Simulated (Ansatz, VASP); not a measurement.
## One calculation of BeS, two programs

```xyz
2
Lattice="0.0000 2.3173 2.3173 2.3173 0.0000 2.3173 2.3173 2.3173 0.0000" Properties=species:S:1:pos:R:3 pbc="T T T"
Be    0.0000    0.0000    0.0000
S     2.3173    2.3173    2.3173
```

Alike in both runs: task single point; functional r2SCAN0; k mesh 6 × 6 × 6; no spin polarisation.

|  | VASP | Ansatz |
| --- | --- | --- |
| version | VASP 6.6.1 | Ansatz 0.2.0 |
| potentials or method | VASP PAW PBE potentials, release 64 (Be, S) | plane waves, PAW |
| plane-wave cutoff (eV) | 520 | 500 |
| occupations | gaussian, width 0.01 eV | fixed |
| valence electrons in the cell | 8 | 8 |

```csv
,VASP,Ansatz,Ansatz less VASP
gap on the k mesh at the Fermi level (eV),2.72,2.71,-0.005
pressure (GPa),-1.2,-0.9,+0.29
```

VASP's potentials were made for PBE, not for r2SCAN0. Ansatz's warnings: stress exchange threshold loose, stress scf threshold loose.
